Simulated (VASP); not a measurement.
# Pt (I4/mmm) in VASP: further runs

The runs below take Pt through single point, with PBEsol.

Everything below comes from runs of VASP 6.6.1. Logs are shortened: lines on timing, memory, paths and dates and some standing lists are left out, and cuts for length are marked.

**1. The cell of the first run**

It takes space group I4/mmm (No. 139, tetragonal). Conventional cell: a = 3.442 Å, b = 3.442 Å, c = 2.685 Å, α = 90.00°, β = 90.00°, γ = 90.00°. Within 3.5 Å of Pt (site symmetry 4/mmm) lie 14 Pt at 2.68 to 3.44 Å.

**2. Single point, PBEsol**

INCAR

```
SYSTEM = Pt
  PREC = Accurate
  ENCUT = 520
  EDIFF = 1E-6
  ISMEAR = 0
  SIGMA = 0.15
  LREAL = .False.
  LASPH = .True.
  NELM = 60
  ALGO = Fast
  ISIF = 2
  LWAVE = .False.
  LCHARG = .True.
  GGA = PS
  LELF = .True.
  LVHAR = .True.
  NBANDS = 11
```

KPOINTS

```
Automatic mesh
0
Gamma
  24 24 24
  0 0 0
```

POSCAR

```
Pt
1.0
   -1.7210122338      1.7210122338      1.3423895424
    1.7210122338     -1.7210122338      1.3423895424
    1.7210122338      1.7210122338     -1.3423895424
Pt
1
Direct
    0.0000000000      0.0000000000      0.0000000000
```

Potentials or basis: VASP PAW PBE potentials, release 64 (Pt).

Command:

```bash
> cat potpaw_PBE.64/Pt/POTCAR > POTCAR
> mpirun -np 1 vasp_std > vasp.out
```

OUTCAR:

```text
SYSTEM = Pt
   PREC = Accurate
   ENCUT = 520
   EDIFF = 1E-6
   ISMEAR = 0
   LREAL = .False.
   LASPH = .True.
   NELM = 60
   ISIF = 2
   GGA = PS

 ion  position               nearest neighbor table
   1  0.000  0.000  0.000-

  LATTYP: Found a body centered tetragonal cell.
 ALAT       =     3.4420244676
 C/A-ratio  =     0.7800000000

  Lattice vectors:

 A1 = (  -1.7210122338,   1.7210122338,   1.3423895424)
 A2 = (   1.7210122338,  -1.7210122338,   1.3423895424)
 A3 = (   1.7210122338,   1.7210122338,  -1.3423895424)

Analysis of symmetry for initial positions (statically):
=====================================================================
 Subroutine PRICEL returns:
 Original cell was already a primitive cell.

 Routine SETGRP: Setting up the symmetry group for a
 body centered tetragonal supercell.

 Subroutine GETGRP returns: Found 16 space group operations
 (whereof 16 operations were pure point group operations)
 out of a pool of 16 trial point group operations.

The static configuration has the point symmetry D_4h.

Analysis of symmetry for dynamics (positions and initial velocities):
=====================================================================
 Subroutine PRICEL returns:
 Original cell was already a primitive cell.

 Routine SETGRP: Setting up the symmetry group for a
 body centered tetragonal supercell.

 Subroutine GETGRP returns: Found 16 space group operations
 (whereof 16 operations were pure point group operations)
 out of a pool of 16 trial point group operations.

The dynamic configuration has the point symmetry D_4h.

 Subroutine INISYM returns: Found 16 space group operations
 (whereof 16 operations are pure point group operations),
 and found     1 'primitive' translations

----------------------------------------------------------------------------------------

                                     Primitive cell

  volume of cell :      15.9040

  direct lattice vectors                    reciprocal lattice vectors
    -1.721012234  1.721012234  1.342389542     0.000000000  0.290526697  0.372470125
     1.721012234 -1.721012234  1.342389542     0.290526697  0.000000000  0.372470125
     1.721012234  1.721012234 -1.342389542     0.290526697  0.290526697  0.000000000

  length of vectors
     2.779528000  2.779528000  2.779528000     0.472376709  0.472376709  0.410866795

  position of ions in fractional coordinates (direct lattice)
     0.000000000  0.000000000  0.000000000

  ion indices of the primitive-cell ions
[... 82 lines left out ...]
   POTIM  = 0.5000    time-step for ionic-motion
   TEBEG  =    0.0;   TEEND  =   0.0 temperature during run
   PSTRESS=    0.0 pullay stress
   NELECT =      10.0000    total number of electrons
   NUPDOWN=      -1.0000    fix difference up-down
   EMIN   =  10.00;   EMAX   =-10.00  energy-range for DOS
   EFERMI =   0.00;   METHOD = LEGACY
   ISMEAR =     0;   SIGMA  =   0.15  broadening in eV -4-tet -1-fermi 0-gaus
   EFERMI_NEDOS =   21; number of points for ismear=-14 and -15
   IALGO  =     68    algorithm
   IMIX   =      4    mixing-type and parameters
     AMIX     =   0.40;   BMIX     =  1.00
     AMIX_MAG =   1.60;   BMIX_MAG =  1.00
  volume/ion in A,a.u.               =      15.90       107.33
  Fermi-wavevector in a.u.,A,eV,Ry     =   1.402510  2.650360 26.763132  1.967035
  Thomas-Fermi vector in A             =   2.525265
   LORBIT       =      0    0 simple, 1 ext, 2 COOP (PROOUT), +10 PAW based schemes
   GGA     = PS    functional components
   LHFCALC =     F    Hartree Fock is set to
   AEXX    =    0.0000 exact exchange contribution
   IVDW    =     0    specifies the selected vdW correction
   LEPSILON=     F    determine dielectric tensor
   LRPA    =     F    only Hartree local field effects (RPA)
 non-spin polarized calculation
 RMM-DIIS sequential band-by-band and
 Gauss-broadening in eV      SIGMA  =   0.15
  energy-cutoff  :      520.00
  volume of cell :       15.90
 maximum number of plane-waves:       445
 NGX is ok and might be reduce to    24
   NGX = 11   NGY = 11   NGZ = 11

 number of electron      10.0000000 magnetization

 Free energy of the ion-electron system (eV)
  ---------------------------------------------------
  ext. energy  EPLUGINS =         0.00000000
  ---------------------------------------------------
  free energy    TOTEN  =        -6.92449437 eV

  energy without entropy =       -6.91049576  energy(sigma->0) =       -6.91749507

 E-fermi :  10.0702     XC(G=0): -13.2961

 val. band max:       10.0694603994   @ k =  -0.3750   0.1667   0.0417
 cond. band min:      10.0706137698   @ k =  -0.2917   0.3750   0.0417
 fundamental gap:      0.0011533704
 Fermi energy:        10.0701607973

 k-point     1 :       0.0000    0.0000    0.0000
  band No.  band energies     occupation
      1       0.3861      2.00000
      2       5.2815      2.00000
      3       6.6697      2.00000
      4       7.6234      2.00000
      5       7.6234      2.00000
      6       9.7740      1.99477
      7      25.3813      0.00000
      8      25.3813      0.00000
      9      31.4200      0.00000
     10      34.6449      0.00000
     11      34.6822      0.00000
[... 309 lines left out ...]
 k-point    24 :       0.4583    0.0417   -0.0000
  band No.  band energies     occupation
      1       3.4833      2.00000
      2       4.4873      2.00000
      3       8.5004      2.00000
      4       9.9804      1.60275
      5      10.5557      0.00000
      6      11.4790      0.00000
      7      17.3406      0.00000
      8      22.5320      0.00000
      9      23.8162      0.00000
     10      32.3219      0.00000
     11      32.9669      0.00000

 [... further k-points ...]

------------------------ aborting loop because EDIFF is reached ----------------------------------------

  FORCE on cell =-STRESS in cart. coord.  units (eV):
  Direction    XX          YY          ZZ          XY          YZ          ZX
  --------------------------------------------------------------------------------------
  -------------------------------------------------------------------------------------
  Total       -1.2705757     -1.2705757     -0.5697999      0.0000000     -0.0000000     -0.0000000
  in kB     -127.9984320   -127.9984320    -57.4019277      0.0000000     -0.0000000     -0.0000000
  external PRESSURE =    -104.4662639 kB  Pullay stress =       0.0000000 kB

 VOLUME and BASIS-vectors are now :
 -----------------------------------------------------------------------------
  energy-cutoff  :      520.00
  volume of cell :       15.90
      direct lattice vectors                 reciprocal lattice vectors
    -1.721012234  1.721012234  1.342389542     0.000000000  0.290526697  0.372470125
     1.721012234 -1.721012234  1.342389542     0.290526697  0.000000000  0.372470125
     1.721012234  1.721012234 -1.342389542     0.290526697  0.290526697  0.000000000

 POSITION                                       TOTAL-FORCE (eV/Angst)
 -----------------------------------------------------------------------------------
      0.00000      0.00000      0.00000         0.000000      0.000000      0.000000
 -----------------------------------------------------------------------------------
    total drift:                               -0.000000      0.000000     -0.000000

  FREE ENERGIE OF THE ION-ELECTRON SYSTEM (eV)
  ---------------------------------------------------
  free  energy   TOTEN  =        -6.9244943689 eV

  energy  without entropy=       -6.9104957633  energy(sigma->0) =       -6.91749507
```

It took 3.5 min on 1 thread of Intel Xeon 8259CL, shared host; peak memory 0.31 GiB.

What came out:

```
Free energy            : -6.9245 eV
Pressure               : -10.4 GPa
Band gap on the k mesh : zero (bands 5 and 6 overlap by 2.01 eV)
```

Levels at points of the mesh, in eV from the Fermi level:
```
           k point  band 1  band 2  band 3  band 4  band 5  band 6  band 7  band 8  band 9  band 10
(0.00, 0.00, 0.00)   -9.68   -4.79   -3.40   -2.45   -2.45   -0.30   15.31   15.31   21.35    24.57
(0.50, 0.00, 0.00)   -6.63   -5.61   -1.53    0.43    0.51    0.89    7.22   12.44   13.79    22.24
(0.50, 0.50, 0.00)   -7.13   -3.43   -3.15   -1.54   -0.86    0.56    4.67   15.33   19.86    20.12
(0.50, 0.50, 0.50)   -6.64   -6.18    0.22    0.22    0.74    5.11    5.11   10.94   13.17    16.11
```

Caveat: the stress differs along the axes, from -13 to -6 GPa; the PAW data sets were made with another functional, which shifts forces and pressure a little; spin-orbit coupling is left out, which moves the levels of the heavy elements.

**3. Single point, PBEsol**

INCAR

```
ALGO = Fast
EDIFF = 1E-7
ENCUT = 520
GGA = PS
ISIF = 2
ISMEAR = 0
LASPH = T
LCHARG = F
LREAL = F
LWAVE = F
NBANDS = 11
NELM = 80
PREC = Accurate
SIGMA = 0.15
```

KPOINTS

```
k-points
0
Gamma
  24 24 24
```

POSCAR

```
Pt
1.0
   -1.4515579354      1.4515579354      1.8870253160
    1.4515579354     -1.4515579354      1.8870253160
    1.4515579354      1.4515579354     -1.8870253160
Pt
1
Direct
    0.0000000000      0.0000000000      0.0000000000
```

Potentials or basis: VASP PAW PBE potentials, release 64 (Pt).

Command:

```bash
> cat potpaw_PBE.64/Pt/POTCAR > POTCAR
> mpirun -np 1 vasp_std > vasp.out
```

Run time: 3.7 min. Hardware: 1 thread of Intel Xeon 8259CL, shared host; peak memory 0.31 GiB.

It converged, with:

```yaml
Free_energy: -6.9179 eV
Pressure: -13.6 GPa
Band_gap_on_the_k_mesh: zero (bands 5 and 6 overlap by 2.39 eV)
```

Stress tensor (GPa, compression positive):
```
-15.25   0.00   0.00
  0.00 -15.25   0.00
  0.00   0.00 -10.33
```

Levels at points of the mesh, in eV from the Fermi level:
```csv
k point,band 2,band 3,band 4,band 5,band 6,band 7,band 8,band 9
"(0.00, 0.00, 0.00)",-3.70,-3.70,-2.84,-2.00,-1.01,14.91,18.79,18.79
"(0.50, 0.00, 0.00)",-3.95,-3.02,-0.27,-0.18,0.30,5.49,14.17,17.80
"(0.50, 0.50, 0.00)",-6.02,-0.03,0.11,0.76,1.36,7.66,11.52,12.02
"(0.50, 0.50, 0.50)",-6.08,0.03,0.50,0.50,2.96,9.70,10.22,10.22
```

Caveat: the cell stands under tension; the PAW data sets were made with another functional, which shifts forces and pressure a little; spin-orbit coupling is left out, which moves the levels of the heavy elements.

(Continued in part 2 of 2.)
